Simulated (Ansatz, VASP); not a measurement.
# Two plane-wave programs on Ge

Contents of INCAR:

```
ALGO = Normal
EDIFF = 1E-6
ENCUT = 520
GGA = PS
ISIF = 2
ISMEAR = 0
LASPH = True
LCHARG = False
LREAL = False
LWAVE = False
NBANDS = 21
NELM = 60
PREC = Accurate
SIGMA = 0.15
```

File KPOINTS:

```
k-points
0
Gamma
  18 18 18
```

POSCAR

```
Ge
1.0
    0.0000000000      2.8378807265      2.7527443047
    2.8378807265      0.0000000000      2.7527443047
    2.8378807265      2.8378807265      0.0000000000
Ge
2
Direct
    0.5000000000      0.5000000000      0.5000000000
    0.7500000000      0.7500000000      0.7500000000
```

Input for Ansatz:

```yaml
crystal:
  lattice:
    - [0.0, 2.8378807265, 2.7527443047]
    - [2.8378807265, 0.0, 2.7527443047]
    - [2.8378807265, 2.8378807265, 0.0]
  atoms:
    - { symbol: Ge, position: [0.5, 0.5, 0.5] }
    - { symbol: Ge, position: [0.75, 0.75, 0.75] }
basis:
  ecutwfc: 420
kpoints:
  mp_grid: { grid: [18, 18, 18] }
hamiltonian:
  xc: pbesol
scf:
  occupations: { method: gaussian, width: 0.15 }
output:
  forces: true
  stress: true
  eigenvalues: true
```

Change from the starting cell: strain +0.000 along x and y, -0.030 along z, atoms carried along.

Alike in both runs: task single point; functional PBEsol; k mesh 18 × 18 × 18; occupations gaussian, width 0.15 eV; no spin polarisation.

|  | VASP | Ansatz |
| --- | --- | --- |
| version | VASP 6.6.1 | Ansatz 0.2.0 |
| potentials or method | VASP PAW PBE potentials, release 64 (Ge_d), cutoff 520 eV | scalar-relativistic, plane waves, PAW |
| valence electrons in the cell | 28 | 28 |

Ansatz gave:

```
gap on the k mesh at the Fermi level (eV)                     : none
pressure (GPa)                                                : 2.2
traceless stress, the component that is largest in VASP (GPa) : 1.39
```

Task: Which values does VASP return?

Result: gap on the k mesh at the Fermi level (eV): none; pressure (GPa): 2.1; traceless stress, the component that is largest in VASP (GPa): 1.39.

VASP's potentials were made for PBE, not for PBEsol. A gap of «none» marks a metal or a gap that the smearing closes.
